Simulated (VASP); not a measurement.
# HfN in VASP: settings compared, part 2 of 2

VASP 6.6.1.

## (4) Single point, HF

This run uses another cell than the first one, of 20.26 Å³/atom.

The input, POSCAR:

```
HfN
1.0
    3.4332100000      0.0000000000      0.0000000000
   -1.7166000000      2.9732400000      0.0000000000
    0.0000000000      0.0000000000      3.9698200000
Hf N
1 1
Direct
    0.0000000000      0.0000000000      0.5000000000
    0.0000000000      0.0000000000      0.0000000000
```

The input, INCAR.step1:

```
SYSTEM = HfN
PREC = Accurate
ENCUT = 520
EDIFF = 1E-5
ISMEAR = -1
SIGMA = 0.05
LREAL = .FALSE.
LASPH = .TRUE.
NELM = 100
ALGO = Normal
ISIF = 2
LWAVE = .TRUE.
LCHARG = .FALSE.
NBANDS = 14
GGA = PE
```

The input, INCAR.step2:

```
SYSTEM = HfN
PREC = Accurate
ENCUT = 520
EDIFF = 1E-7
ISMEAR = -1
SIGMA = 0.05
LREAL = .FALSE.
LASPH = .TRUE.
NELM = 100
ALGO = Normal
ISIF = 2
LWAVE = .FALSE.
LCHARG = .FALSE.
GGA = PE
LHFCALC = .TRUE.
AEXX = 1.0
ALDAC = 0.0
AGGAC = 0.0
PRECFOCK = Normal
NBANDS = 14
ISTART = 1
```

The input, KPOINTS:

```
regular mesh
0
G
  5 5 4
  0 0 0
```

Command:

```bash
$ cat potpaw_PBE.64/Hf_pv/POTCAR potpaw_PBE.64/N/POTCAR > POTCAR
$ cp INCAR.step1 INCAR
$ mpirun -np 1 vasp_std > vasp.out
$ cp INCAR.step2 INCAR
$ mpirun -np 1 vasp_std > vasp.out
```

It took 15 min on 1 thread of Intel Xeon Platinum 8488C (Sapphire Rapids), shared host; peak memory 0.17 GiB.

Results (log left out):

```yaml
Free_energy: -32.9933 eV
Pressure: -0.6 GPa
Band_gap_on_the_k_mesh: zero (an odd number of electrons rules out a gap without spin polarisation)
```

Stress tensor (GPa, compression positive):
```
 13.00   0.00   0.00
  0.00  13.00   0.00
  0.00   0.00 -27.70
```

Levels at points of the mesh, in eV from the Fermi level:
| k point | band 6 | band 7 | band 8 | band 9 | band 10 | band 11 |
| --- | --- | --- | --- | --- | --- | --- |
| (0.00, 0.00, 0.00) | -1.81 | 0.94 | 0.94 | 7.15 | 7.15 | 9.81 |
| (0.00, 0.00, 0.50) | -6.24 | -3.70 | -3.70 | 7.41 | 7.41 | 10.02 |

Caveat: the k points lie up to 0.42 Å⁻¹ apart, too coarse for converged energies and pressures of a metal; the PAW data sets were made with another functional, which shifts forces and pressure a little; spin-orbit coupling is left out, which moves the levels of the heavy elements.

## (5) Single point, PBEsol-based screened hybrid with 25 % exact exchange

This run uses another cell than the first one, of 20.26 Å³/atom.

POSCAR is that of step 4.

The input, INCAR.step1:

```
SYSTEM = HfN
PREC     = Accurate       ! precision mode
ENCUT    = 520            ! plane-wave cutoff, eV
EDIFF    = 1E-5           ! SCF threshold, eV
ISMEAR   = -1             ! smearing method
SIGMA    = 0.05           ! smearing width, eV
LREAL    = .False.        ! projectors in reciprocal space
LASPH    = .True.         ! aspherical terms in the spheres
NELM     = 80             ! most SCF steps
ALGO     = Normal         ! electronic algorithm
ISIF     = 2              ! what is computed and relaxed
LWAVE    = .True.         ! write WAVECAR
LCHARG   = .False.        ! write CHGCAR
NBANDS   = 14             ! bands
GGA      = PE             ! functional
```

The input, INCAR.step2:

```
SYSTEM = HfN
PREC     = Accurate       ! precision mode
ENCUT    = 520            ! plane-wave cutoff, eV
EDIFF    = 1E-7           ! SCF threshold, eV
ISMEAR   = -1             ! smearing method
SIGMA    = 0.05           ! smearing width, eV
LREAL    = .False.        ! projectors in reciprocal space
LASPH    = .True.         ! aspherical terms in the spheres
NELM     = 80             ! most SCF steps
ALGO     = Normal         ! electronic algorithm
ISIF     = 2              ! what is computed and relaxed
LWAVE    = .False.        ! write WAVECAR
LCHARG   = .False.        ! write CHGCAR
GGA      = PS             ! functional
LHFCALC  = .True.         ! exact exchange
AEXX     = 0.25           ! exact-exchange fraction
HFSCREEN = 0.207          ! screening, 1/A
PRECFOCK = Normal       
NBANDS   = 14             ! bands
ISTART   = 1
```

The input, KPOINTS:

```
regular mesh
0
Gamma
  5 5 4
  0 0 0
```

Command:

```bash
$ cat potpaw_PBE.64/Hf_pv/POTCAR potpaw_PBE.64/N/POTCAR > POTCAR
$ cp INCAR.step1 INCAR
$ mpirun -np 1 vasp_std > vasp.out
$ cp INCAR.step2 INCAR
$ mpirun -np 1 vasp_std > vasp.out
```

Run time: 22 min. Hardware: 1 thread of Intel Xeon Platinum 8259CL at 2.50GHz (Skylake/Cascade Lake), shared host; peak memory 0.27 GiB.

The run converged. Its results:

```yaml
Free_energy: -20.5269 eV
Pressure: -3.7 GPa
Band_gap_on_the_k_mesh: zero (an odd number of electrons rules out a gap without spin polarisation)
```

Stress tensor (GPa, compression positive):
```
  0.81   0.00   0.00
  0.00   0.81   0.00
  0.00   0.00 -12.75
```

Levels at points of the mesh, in eV from the Fermi level:
| k point | band 5 | band 6 | band 7 | band 8 | band 9 | band 10 | band 11 | band 12 |
| --- | --- | --- | --- | --- | --- | --- | --- | --- |
| (0.00, 0.00, 0.00) | -4.10 | -0.48 | 0.38 | 0.38 | 2.41 | 2.41 | 4.88 | 4.88 |
| (0.00, 0.00, 0.50) | -5.78 | -3.60 | -1.43 | -1.43 | 2.58 | 2.58 | 5.60 | 8.61 |

Caveat: the k points lie up to 0.42 Å⁻¹ apart, too coarse for converged energies and pressures of a metal; the PAW data sets were made with another functional, which shifts forces and pressure a little; spin-orbit coupling is left out, which moves the levels of the heavy elements.

## (6) Single point, PBE

This run uses another cell than the first one, of 20.26 Å³/atom.

The input, INCAR:

```
  ALGO = Normal
  EDIFF = 1E-7
  ENCUT = 520
  GGA = PE
  ISIF = 2
  ISMEAR = -1
  LASPH = T
  LCHARG = T
  LELF = T
  LREAL = F
  LVHAR = T
  LWAVE = F
  NBANDS = 14
  NELM = 80
  PREC = Accurate
  SIGMA = 0.05
```

The input, KPOINTS:

```
k-points
0
Gamma
  9 9 7
```

POSCAR is that of step 5.

Potentials or basis: VASP PAW PBE potentials, release 64 (Hf_pv, N).

Command:

```bash
$ cat potpaw_PBE.64/Hf_pv/POTCAR potpaw_PBE.64/N/POTCAR > POTCAR
$ mpirun -np 1 vasp_std > vasp.out
```

It took 61 s on 1 thread of Intel Xeon 8259CL, shared host; peak memory 0.18 GiB.

The run converged. Its results:

| Property | Result |
| --- | --- |
| Free energy | -17.1083 eV |
| Pressure | 0.5 GPa |
| Band gap on the k mesh | zero (an odd number of electrons rules out a gap without spin polarisation) |

Stress tensor (GPa, compression positive):
```
0.43 0.00 0.00
0.00 0.43 0.00
0.00 0.00 0.53
```

Levels at points of the mesh, in eV from the Fermi level:
| k point | band 4 | band 5 | band 6 | band 7 | band 8 | band 9 | band 10 | band 11 | band 12 | band 13 |
| --- | --- | --- | --- | --- | --- | --- | --- | --- | --- | --- |
| (0.00, 0.00, 0.00) | -13.27 | -3.41 | 0.06 | 0.45 | 0.45 | 1.89 | 1.89 | 4.31 | 4.31 | 8.92 |

Caveat: spin-orbit coupling is left out, which moves the levels of the heavy elements.

## (7) Single point, PBE (atoms moved at random)

The input, INCAR:

```
PREC     = Accurate       # precision mode
ENCUT    = 520            # plane-wave cutoff, eV
EDIFF    = 1E-6           # SCF threshold, eV
ISMEAR   = -1             # smearing method
SIGMA    = 0.05           # smearing width, eV
LREAL    = False          # projectors in reciprocal space
LASPH    = True           # aspherical terms in the spheres
NELM     = 80             # most SCF steps
ALGO     = Normal         # electronic algorithm
ISIF     = 2              # what is computed and relaxed
LWAVE    = False          # write WAVECAR
LCHARG   = False          # write CHGCAR
GGA      = PE             # functional
NBANDS   = 14             # bands
```

The input, KPOINTS:

```
Automatic mesh
0
Gamma
  9 9 7
```

The input, POSCAR:

```
HfN
1.0
    3.4332100000      0.0000000000      0.0000000000
   -1.7166000000      2.9732400000      0.0000000000
    0.0000000000      0.0000000000      3.9698200000
Hf N
1 1
Direct
    0.0088460000     -0.0037470000      0.5055830000
   -0.0136070000      0.0014320000     -0.0144150000
```

Potentials or basis: VASP PAW PBE potentials, release 64 (Hf_pv, N).

Command:

```bash
$ cat potpaw_PBE.64/Hf_pv/POTCAR potpaw_PBE.64/N/POTCAR > POTCAR
$ mpirun -np 1 vasp_std > vasp.out
```

OUTCAR:

```text
PREC = Accurate
   ENCUT = 520
   EDIFF = 1E-6
   ISMEAR = -1
   LREAL = False
   LASPH = True
   NELM = 80
   ISIF = 2
   GGA = PE

 ion  position               nearest neighbor table
   1  0.009  0.996  0.506-   2 1.91   2 2.07
   2  0.986  0.001  0.986-   1 1.91   1 2.07

  LATTYP: Found a hexagonal cell.
 ALAT       =     3.4332100000
 C/A-ratio  =     1.1562997894

  Lattice vectors:

 A1 = (   3.4332100000,   0.0000000000,   0.0000000000)
 A2 = (  -1.7166000000,   2.9732400000,   0.0000000000)
 A3 = (   0.0000000000,   0.0000000000,   3.9698200000)

Analysis of symmetry for initial positions (statically):
=====================================================================
 Subroutine PRICEL returns:
 Original cell was already a primitive cell.

 Routine SETGRP: Setting up the symmetry group for a
 hexagonal supercell.

 Subroutine GETGRP returns: Found  1 space group operations
 (whereof  1 operations were pure point group operations)
 out of a pool of 24 trial point group operations.

The static configuration has the point symmetry C_1 .
[... 172 lines left out ...]
      3     -28.3699      2.00000
      4     -11.5260      2.00000
      5      -1.7040      2.00000
      6       1.7321      0.83250
      7       2.0880      0.00116
      8       2.0960      0.00098
      9       3.6345      0.00000
     10       3.6358      0.00000
     11       6.1099      0.00000
     12       6.1684      0.00000
     13      10.3036      0.00000
     14      11.6364      0.00000
[... 377 lines left out ...]
      1     -28.7749      2.00000
      2     -28.6241      2.00000
      3     -28.3389      2.00000
      4     -11.1250      2.00000
      5      -0.4521      2.00000
      6       0.7302      2.00000
      7       1.8629      0.09904
      8       2.0941      0.00102
      9       3.5446      0.00000
     10       4.2015      0.00000
     11       5.4735      0.00000
     12       6.9182      0.00000
     13       9.6835      0.00000
     14      12.9360      0.00000

 [... further k-points ...]

------------------------ aborting loop because EDIFF is reached ----------------------------------------

  FORCE on cell =-STRESS in cart. coord.  units (eV):
  Direction    XX          YY          ZZ          XY          YZ          ZX
  --------------------------------------------------------------------------------------
  -------------------------------------------------------------------------------------
  Total        0.1025850      0.1428559      0.7731339      0.0034540      0.0308777     -0.1726118
  in kB        4.0559567      5.6481675     30.5677971      0.1365609      1.2208268     -6.8246433
  external PRESSURE =      13.4239738 kB  Pullay stress =       0.0000000 kB

 VOLUME and BASIS-vectors are now :
 -----------------------------------------------------------------------------
  energy-cutoff  :      520.00
  volume of cell :       40.52
      direct lattice vectors                 reciprocal lattice vectors
     3.433210000  0.000000000  0.000000000     0.291272599  0.168166224  0.000000000
    -1.716600000  2.973240000  0.000000000     0.000000000  0.336333428  0.000000000
     0.000000000  0.000000000  3.969820000     0.000000000  0.000000000  0.251900590

 POSITION                                       TOTAL-FORCE (eV/Angst)
 -----------------------------------------------------------------------------------
     -1.67980      2.96210      2.00707         0.408113     -0.069618     -1.670724
      3.38404      0.00426      3.91260        -0.408113      0.069618      1.670724
 -----------------------------------------------------------------------------------
    total drift:                               -0.000167     -0.000031      0.000560

  FREE ENERGIE OF THE ION-ELECTRON SYSTEM (eV)
  ---------------------------------------------------
  free  energy   TOTEN  =       -17.0560035628 eV

  energy  without entropy=      -17.0389314933  energy(sigma->0) =      -17.04746753
```

stdout:

```text
POSCAR found type information on POSCAR HfN
 POSCAR found :  2 types and       2 ions
 scaLAPACK will be used
 LDA part: xc-table for (Slater+PW92), standard interpolation
 POSCAR, INCAR and KPOINTS ok, starting setup
 FFT: planning ... GRIDC
 FFT: planning ... GRID_SOFT
 FFT: planning ... GRID
 WAVECAR not read
 entering main loop
```

Wall time 4.1 min (1 thread of Intel Xeon 8259CL, shared host); peak memory 0.3 GiB.

What came out:

```
Free energy            : -17.0560 eV
Pressure               : 1.3 GPa
Largest force          : 1.721 eV/Å
Band gap on the k mesh : zero (an odd number of electrons rules out a gap without spin polarisation)
```

Forces in eV/Å, atoms in the order of the input:
```
Hf   0.408 -0.070 -1.671
N   -0.408  0.070  1.671
```

Levels at points of the mesh, in eV from the Fermi level:
```tsv
k point	band 6	band 7	band 8	band 9	band 10	band 11
(0.00, 0.00, 0.00)	0.02	0.37	0.38	1.92	1.92	4.39
```

Caveat: the cell differs from its parent crystal (atoms moved at random); spin-orbit coupling is left out, which moves the levels of the heavy elements; forces of over 1 eV/Å act on the atoms, so gaps and moduli don't describe the material at rest.

## (8) The runs side by side

| level | cell | k mesh | grid for exact exchange (PRECFOCK) | share of exact exchange | screening parameter | gap on the mesh (eV) | pressure (GPa) |
| --- | --- | --- | --- | --- | --- | --- | --- |
| HSE06 | a = 3.581, b = 3.581, c = 3.882 Å, angles 90.0, 90.0, 120.0°, 2 atoms, atomic positions A | 5 × 5 × 4 | Normal | 0.25 | 0.2079 1/Å | none | -0.7 |
| r2SCAN50 | a = 3.433, b = 3.433, c = 3.970 Å, angles 90.0, 90.0, 120.0°, 2 atoms, atomic positions A | 5 × 5 × 4 | Normal | 0.5 | - | none | -6.6 |
| HF | a = 3.433, b = 3.433, c = 3.970 Å, angles 90.0, 90.0, 120.0°, 2 atoms, atomic positions A | 5 × 5 × 4 | Normal | 1 | - | none | -0.6 |
| PBEsol-based screened hybrid with 25 % exact exchange | a = 3.433, b = 3.433, c = 3.970 Å, angles 90.0, 90.0, 120.0°, 2 atoms, atomic positions A | 5 × 5 × 4 | Normal | 0.25 | 0.207 1/Å | none | -3.7 |
| PBE | a = 3.433, b = 3.433, c = 3.970 Å, angles 90.0, 90.0, 120.0°, 2 atoms, atomic positions A | 9 × 9 × 7 | - | - | - | none | 0.5 |
| PBE | a = 3.433, b = 3.433, c = 3.970 Å, angles 90.0, 90.0, 120.0°, 2 atoms, atomic positions B | 9 × 9 × 7 | - | - | - | none | 1.3 |

Alike in all rows: task single point; potentials or basis VASP PAW PBE potentials, release 64 (Hf_pv, N); no spin polarisation; cutoff (eV) 520; smearing fermi-dirac 0.05 eV.

Caveats: some runs use coarse meshes; spin-orbit coupling is left out, which moves the levels of the heavy elements; the PAW data sets were made with another functional, which shifts forces and pressure a little (at least some runs); forces of over 1 eV/Å act on the atoms, so gaps and moduli don't describe the material at rest (at least some runs).

Total energies depend on the potentials used, so only differences within one code and one set of settings carry meaning.
